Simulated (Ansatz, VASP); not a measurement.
LaSc2F: VASP beside Ansatz

```
La Sc F
1.0
    -2.11929    2.11929    4.48575
     2.11929   -2.11929    4.48575
     2.11929    2.11929   -4.48575
La Sc F
1 2 1
Direct
  0.00000 0.00000 0.00000
  0.73691 0.73691 0.00000
  0.26309 0.26309 0.00000
  0.50000 0.50000 0.00000
```

Alike in both runs: task single point; functional PBE; k mesh 6 × 6 × 6; occupations gaussian, width 0.1 eV; no spin polarisation.

```csv
,VASP,Ansatz
version,VASP 6.6.1,Ansatz 0.2.0
potentials or method,"VASP PAW PBE potentials, release 64 (La, Sc_sv, F), cutoff 520 eV","scalar-relativistic, plane waves, PAW"
valence electrons in the cell,40,40
```

|  | VASP | Ansatz | Ansatz less VASP |
| --- | --- | --- | --- |
| gap on the k mesh at the Fermi level (eV) | none | none | - |
| pressure (GPa) | 11.1 | 10.7 | -0.39 |
| traceless stress, the component that is largest in VASP (GPa) | 20.42 | 19.47 | -0.948 |
| rms of the force components (eV/Å) | 1.673 | 1.640 | -0.0334 |

Atom by atom the forces differ by 0.033 eV/Å (rms over components). A gap of «none» marks a metal or a gap that the smearing closes. The functional is the same, so the differences come from potentials, cutoffs and numerics.

Spin-orbit coupling is off throughout.
